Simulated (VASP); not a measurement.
Input of a VASP 6.6.1 run:

The input INCAR:

```
SYSTEM = HfB
PREC = Accurate
ENCUT = 500
EDIFF = 1E-6
ISMEAR = -1
SIGMA = 0.05
LREAL = .False.
LASPH = .True.
NELM = 120
ALGO = Normal
ISIF = 2
LWAVE = .False.
LCHARG = .False.
GGA = PE
NBANDS = 14
GGA_COMPAT = .False.
```

KPOINTS

```
regular mesh
0
Gamma
  11 11 11
  0 0 0
```

The input POSCAR:

```
HfB
1.0
    0.0000000000      2.3100000000      2.3100000000
    2.3100000000      0.0000000000      2.3100000000
    2.3100000000      2.3100000000      0.0000000000
Hf B
1 1
Direct
    0.5000000000      0.5000000000      0.5000000000
    0.0000000000      0.0000000000      0.0000000000
```

Potentials or basis: VASP PAW PBE potentials, release 64 (Hf_pv, B).

Launch:

```sh
$ cat potpaw_PBE.64/Hf_pv/POTCAR potpaw_PBE.64/B/POTCAR > POTCAR
$ mpirun -np 1 vasp_std > vasp.out
```

Predict the pressure.

30.6 GPa.
